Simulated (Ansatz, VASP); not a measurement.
# Two plane-wave programs on BN

Contents of INCAR:

```
SYSTEM = BN
ALGO     = Normal         ! electronic algorithm
EDIFF    = 1E-7           ! SCF threshold, eV
ENCUT    = 520            ! plane-wave cutoff, eV
GGA      = PE             ! functional
ISIF     = 2              ! what is computed and relaxed
ISMEAR   = -1             ! smearing method
LASPH    = .TRUE.         ! aspherical terms in the spheres
LCHARG   = .FALSE.        ! write CHGCAR
LREAL    = .FALSE.        ! projectors in reciprocal space
LWAVE    = .FALSE.        ! write WAVECAR
NBANDS   = 11             ! bands
NELM     = 100            ! most SCF steps
PREC     = Accurate       ! precision mode
SIGMA    = 0.02           ! smearing width, eV
```

File KPOINTS:

```
k-points
0
G
  12 12 12
  0 0 0
```

POSCAR

```
BN
1.0
    0.0000000000      1.7739629383      1.8048254535
    1.7739629383      0.0000000000      1.8048254535
    1.7739629383      1.7739629383      0.0000000000
B N
1 1
Direct
    0.0000000000      0.0000000000      0.0000000000
    0.2500000000      0.2500000000      0.2500000000
```

Input for Ansatz:

```yaml
crystal:
  lattice:
    - [0.0, 1.7739629383, 1.8048254535]
    - [1.7739629383, 0.0, 1.8048254535]
    - [1.7739629383, 1.7739629383, 0.0]
  atoms:
    - { symbol: B, position: [0.0, 0.0, 0.0] }
    - { symbol: "N", position: [0.25, 0.25, 0.25] }
kpoints:
  mp_grid: { grid: [12, 12, 12] }
  band_path:
    path:
      - [0.0, 0.0, 0.0]
      - [-0.5, -0.5, 0.0]
      - [-0.375, -0.375, 0.25]
      - [-0.375, 0.0, 0.375]
      - [0.0, 0.0, 0.5]
      - [-0.5, -0.25, 0.25]
    npoints: 1
hamiltonian:
  xc: pbe
scf:
  occupations: { method: fermi_dirac, width: 0.02 }
  n_extra_bands: 4
output:
  forces: true
  stress: true
  eigenvalues: true
```

Change from the starting cell: biaxial_xy strain -1.7%.

Alike in both runs: task single point; functional PBE; k mesh 12 × 12 × 12; occupations fermi-dirac, width 0.02 eV; no spin polarisation.

|  | VASP | Ansatz |
| --- | --- | --- |
| version | VASP 6.6.1 | Ansatz 0.2.0 |
| potentials or method | VASP PAW PBE potentials, release 64 (B, N) | plane waves, PAW |
| plane-wave cutoff (eV) | 520 | 420 |
| valence electrons in the cell | 8 | 8 |

|  | VASP | Ansatz | Ansatz less VASP |
| --- | --- | --- | --- |
| gap on the k mesh at the Fermi level (eV) | 4.34 | 4.35 | +0.011 |
| pressure (GPa) | 19.4 | 19.0 | -0.39 |
| traceless stress, the component that is largest in VASP (GPa) | -7.51 | -7.51 | +0.005 |

With one functional, cell and mesh, what is left measures potentials, basis and numerics.
